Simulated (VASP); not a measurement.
# MnH2O2 (P-3m1) in VASP: a series of runs, part 2 of 2

VASP 6.6.1. Earlier steps stand in the parts before.

### Step 4. Single point, PBEsol, collinear spin, ferromagnetic start

Input file INCAR:

```
SYSTEM = MnH2O2
ALGO = Normal
EDIFF = 1E-6
ENCUT = 700
GGA = PS
GGA_COMPAT = .False.
ISIF = 2
ISMEAR = -1
ISPIN = 2
LASPH = .True.
LCHARG = .False.
LMAXMIX = 4
LORBIT = 11
LREAL = .False.
LWAVE = .False.
MAGMOM = 4 0 0 0 0
NBANDS = 26
NELM = 200
PREC = Accurate
SIGMA = 0.1
```

Input file KPOINTS:

```
k-points
0
Gamma
  7 7 5
  0 0 0
```

Input file POSCAR:

```
MnH2O2
1.0
    3.2500000000      0.0000000000      0.0000000000
   -1.6250000000      2.8145830000      0.0000000000
    0.0000000000      0.0000000000      4.4800000000
Mn H O
1 2 2
Direct
    0.0000000000      0.0000000000      0.0000000000
    0.3333333333      0.6666666667      0.4460000000
    0.6666666667      0.3333333333      0.5540000000
    0.3333333333      0.6666666667      0.2260000000
    0.6666666667      0.3333333333      0.7740000000
```

Potentials or basis: VASP PAW PBE potentials, release 64 (Mn_sv, H, O).

Run with:

```
$ cat potpaw_PBE.64/Mn_sv/POTCAR potpaw_PBE.64/H/POTCAR potpaw_PBE.64/O/POTCAR > POTCAR
$ mpirun -np 1 vasp_std > vasp.out
```

OUTCAR:

```text
SYSTEM = MnH2O2
   EDIFF = 1E-6
   ENCUT = 700
   GGA = PS
   ISIF = 2
   ISMEAR = -1
   ISPIN = 2
   LASPH = .True.
   LORBIT = 11
   LREAL = .False.
   NELM = 200
   PREC = Accurate

 ion  position               nearest neighbor table
   1  0.000  0.000  0.000-   4 2.13   5 2.13   5 2.13   4 2.13   5 2.13   4 2.13
   2  0.333  0.667  0.446-   4 0.99
   3  0.667  0.333  0.554-   5 0.99
   4  0.333  0.667  0.226-   2 0.99   1 2.13   1 2.13   1 2.13
   5  0.667  0.333  0.774-   3 0.99   1 2.13   1 2.13   1 2.13

  LATTYP: Found a hexagonal cell.
 ALAT       =     3.2500000000
 C/A-ratio  =     1.3784615385

  Lattice vectors:

 A1 = (   3.2500000000,   0.0000000000,   0.0000000000)
 A2 = (  -1.6250000000,   2.8145830000,   0.0000000000)
 A3 = (   0.0000000000,   0.0000000000,   4.4800000000)

Analysis of symmetry for initial positions (statically):
=====================================================================
 Subroutine PRICEL returns:
 Original cell was already a primitive cell.

 Routine SETGRP: Setting up the symmetry group for a
 hexagonal supercell.

 Subroutine GETGRP returns: Found 12 space group operations
 (whereof 12 operations were pure point group operations)
 out of a pool of 24 trial point group operations.

The static configuration has the point symmetry D_3d.

Analysis of symmetry for dynamics (positions and initial velocities):
=====================================================================
 Subroutine PRICEL returns:
 Original cell was already a primitive cell.

 Routine SETGRP: Setting up the symmetry group for a
 hexagonal supercell.

 Subroutine GETGRP returns: Found 12 space group operations
 (whereof 12 operations were pure point group operations)
 out of a pool of 24 trial point group operations.

The dynamic configuration has the point symmetry D_3d.

Analysis of structural, dynamic, and magnetic symmetry:
=====================================================================
 Subroutine PRICEL returns:
 Original cell was already a primitive cell.

 Routine SETGRP: Setting up the symmetry group for a
 hexagonal supercell.

 Subroutine GETGRP returns: Found 12 space group operations
 (whereof 12 operations were pure point group operations)
 out of a pool of 24 trial point group operations.

The overall configuration has the point symmetry D_3d.

 Subroutine INISYM returns: Found 12 space group operations
 (whereof 12 operations are pure point group operations),
 and found     1 'primitive' translations

----------------------------------------------------------------------------------------

                                     Primitive cell

  volume of cell :      40.9803

  direct lattice vectors                    reciprocal lattice vectors
     3.250000000  0.000000000  0.000000000     0.307692308  0.177646209  0.000000000
    -1.625000000  2.814583000  0.000000000     0.000000000  0.355292418  0.000000000
     0.000000000  0.000000000  4.480000000     0.000000000  0.000000000  0.223214286

  length of vectors
     3.250000000  3.250000379  4.480000000     0.355292460  0.355292418  0.223214286

  position of ions in fractional coordinates (direct lattice)
     0.000000000  0.000000000  0.000000000
     0.333333333  0.666666667  0.446000000
[... 83 lines left out ...]
   EDIFF  = 0.1E-05   stopping-criterion for ELM
   LREAL  =      F    real-space projection
   EDIFFG = 0.1E-04   stopping-criterion for IOM
   NSW    =      0    number of steps for IOM
   IBRION =     -1    ionic relax: 0-MD 1-quasi-New 2-CG
   NFREE  =      0    steps in history (QN), initial steepest desc. (CG)
   ISIF   =      2    stress and relaxation
   ISYM   =      2    0-nonsym 1-usesym 2-fastsym
   POTIM  = 0.5000    time-step for ionic-motion
   TEBEG  =    0.0;   TEEND  =   0.0 temperature during run
   PSTRESS=    0.0 pullay stress
   NELECT =      29.0000    total number of electrons
   NUPDOWN=      -1.0000    fix difference up-down
   EMIN   =  10.00;   EMAX   =-10.00  energy-range for DOS
   EFERMI =   0.00;   METHOD = LEGACY
   ISMEAR =    -1;   SIGMA  =   0.10  broadening in eV -4-tet -1-fermi 0-gaus
   EFERMI_NEDOS =   21; number of points for ismear=-14 and -15
   IALGO  =     38    algorithm
   IMIX   =      4    mixing-type and parameters
     AMIX     =   0.40;   BMIX     =  1.00
     AMIX_MAG =   1.60;   BMIX_MAG =  1.00
  volume/ion in A,a.u.               =       8.20        55.31
  Fermi-wavevector in a.u.,A,eV,Ry     =   1.458867  2.756859 28.957181  2.128293
  Thomas-Fermi vector in A             =   2.575501
   LORBIT       =     11    0 simple, 1 ext, 2 COOP (PROOUT), +10 PAW based schemes
   GGA     = PS    functional components
   LHFCALC =     F    Hartree Fock is set to
   AEXX    =    0.0000 exact exchange contribution
   IVDW    =     0    specifies the selected vdW correction
   LEPSILON=     F    determine dielectric tensor
   LRPA    =     F    only Hartree local field effects (RPA)
 spin polarized calculation
  energy-cutoff  :      700.00
  volume of cell :       40.98
 maximum number of plane-waves:      1743
   NGX = 13   NGY = 13   NGZ = 19

 number of electron      28.9999984 magnetization       4.9990408

 Free energy of the ion-electron system (eV)
  ---------------------------------------------------
  ext. energy  EPLUGINS =         0.00000000
  ---------------------------------------------------
  free energy    TOTEN  =       -32.20317546 eV

  energy without entropy =      -32.20022783  energy(sigma->0) =      -32.20170165

 E-fermi :   6.3430     XC(G=0): -10.7995

 val. band max:        6.1501325986   @ k =   0.0000   0.0000   0.0000
 cond. band min:       6.6533696634   @ k =   0.0000   0.0000   0.0000
 fundamental gap:      0.5032370647
 Fermi energy:         6.3430348436

 spin component 1

 k-point     1 :       0.0000    0.0000    0.0000
  band No.  band energies     occupation
      1     -75.1072      1.00000
      2     -44.0561      1.00000
      3     -43.9639      1.00000
      4     -43.9639      1.00000
      5     -15.9779      1.00000
      6     -14.5248      1.00000
[... 685 lines left out ...]
     25      19.8248      0.00000
     26      23.5329      0.00000

 [... further k-points ...]

 spin component 2

 k-point     1 :       0.0000    0.0000    0.0000
  band No.  band energies     occupation
      1     -70.2382      1.00000
      2     -39.2904      1.00000
      3     -39.1747      1.00000
      4     -39.1747      1.00000
      5     -15.7403      1.00000
      6     -14.3134      1.00000
[... 685 lines left out ...]
     25      20.9790      0.00000
     26      24.5252      0.00000

 [... further k-points ...]

------------------------ aborting loop because EDIFF is reached ----------------------------------------

  FORCE on cell =-STRESS in cart. coord.  units (eV):
  Direction    XX          YY          ZZ          XY          YZ          ZX
  --------------------------------------------------------------------------------------
  -------------------------------------------------------------------------------------
  Total        1.7064509      1.7064514      1.1565204     -0.0000000     -0.0000000      0.0000000
  in kB       66.7158371     66.7158579     45.2156154     -0.0000000     -0.0000000      0.0000000
  external PRESSURE =      59.5491035 kB  Pullay stress =       0.0000000 kB

 VOLUME and BASIS-vectors are now :
 -----------------------------------------------------------------------------
  energy-cutoff  :      700.00
  volume of cell :       40.98
      direct lattice vectors                 reciprocal lattice vectors
     3.250000000  0.000000000  0.000000000     0.307692308  0.177646209  0.000000000
    -1.625000000  2.814583000  0.000000000     0.000000000  0.355292418  0.000000000
     0.000000000  0.000000000  4.480000000     0.000000000  0.000000000  0.223214286

 POSITION                                       TOTAL-FORCE (eV/Angst)
 -----------------------------------------------------------------------------------
      0.00000      0.00000      0.00000        -0.000000     -0.000000      0.000000
     -0.00000      1.87639      1.99808        -0.000000     -0.000000     -0.119742
      1.62500      0.93819      2.48192        -0.000000     -0.000000      0.119742
     -0.00000      1.87639      1.01248         0.000000      0.000000      0.773071
      1.62500      0.93819      3.46752         0.000000      0.000000     -0.773071
 -----------------------------------------------------------------------------------
    total drift:                                0.000000     -0.000000      0.000000

  FREE ENERGIE OF THE ION-ELECTRON SYSTEM (eV)
  ---------------------------------------------------
  free  energy   TOTEN  =       -32.2031754649 eV

  energy  without entropy=      -32.2002278340  energy(sigma->0) =      -32.20170165

 total charge

# of ion       s       p       d       tot
------------------------------------------
    1        2.120   6.023   4.675  12.818
    2        0.597   0.122   0.000   0.719
    3        0.597   0.122   0.000   0.719
    4        1.551   3.555   0.000   5.105
    5        1.551   3.555   0.000   5.105
--------------------------------------------------
tot          6.416  13.377   4.675  24.467

 magnetization (x)

# of ion       s       p       d       tot
------------------------------------------
    1        0.020   0.014   4.253   4.286
    2        0.007   0.003   0.000   0.010
    3        0.007   0.003   0.000   0.010
    4        0.019   0.078   0.000   0.097
    5        0.019   0.078   0.000   0.097
--------------------------------------------------
tot          0.071   0.176   4.253   4.500
```

Wall time 2.8 min (1 thread of Intel Xeon Platinum 8375C at 2.90GHz (Ice Lake), shared host); peak memory 0.23 GiB.

Results:

| Item | Value |
| --- | --- |
| Free energy | -32.2032 eV |
| Pressure | 6.0 GPa |
| Largest force | 0.773 eV/Å |
| Band gap on the k mesh | 0.12 eV (least direct gap 0.28 eV) |
| Net moment | 5.00 μB per cell |
| Site moments | Mn +4.29; H +0.01; O +0.10 μB |
| Valence electrons inside the program's atomic spheres | Mn 12.82; H 0.72; O 5.11 |

Forces in eV/Å, atoms in the order of the input:
```
Mn   0.000  0.000  0.000
H    0.000  0.000 -0.120
H    0.000  0.000  0.120
O    0.000  0.000  0.773
O    0.000  0.000 -0.773
```

Levels at points of the mesh, in eV from the valence-band top:
Spin up:
```csv
k point,band 14,band 15,band 16,band 17,band 18,band 19,band 20,band 21
"(0.00, 0.00, 0.00)",-2.57,-2.43,-0.16,-0.16,0.12,3.68,8.98,12.25
```
Spin down:
| k point | band 9 | band 10 | band 11 | band 12 | band 13 | band 14 | band 15 | band 16 |
| --- | --- | --- | --- | --- | --- | --- | --- | --- |
| (0.00, 0.00, 0.00) | -5.37 | -5.37 | -3.76 | -3.76 | 0.62 | 1.68 | 1.68 | 1.90 |

Caveat: the cell stands under pressure; the smearing spreads over this small gap; the PAW data sets were made with another functional, which shifts forces and pressure a little; a cell with one magnetic atom can't hold antiferromagnetic order, which such compounds often take. A k mesh can miss the band edges.

### Step 5. The runs side by side

```csv
k mesh,gap on the mesh (eV),pressure (GPa),moment (μB),largest force (eV/Å)
5 × 5 × 3,0.15,6.0,5.00,0.75
4 × 4 × 3,0.16,6.0,5.00,0.75
7 × 7 × 5,0.12,6.0,5.00,0.77
```

Alike in all rows: task single point; level PBEsol; potentials or basis VASP PAW PBE potentials, release 64 (Mn_sv, H, O); spin collinear, ferromagnetic start; cell as given; cutoff (eV) 700; smearing fermi-dirac 0.1 eV.

Caveats: some runs use coarse meshes; the PAW data sets were made with another functional, which shifts forces and pressure a little; a cell with one magnetic atom can't hold antiferromagnetic order, which such compounds often take; the cell stands under pressure (at least some runs); the smearing spreads over this small gap (at least some runs).

Absolute energies hang on the potentials; compare differences alone.

The gap in the log of VASP goes by the Fermi energy; the results here count the filled bands.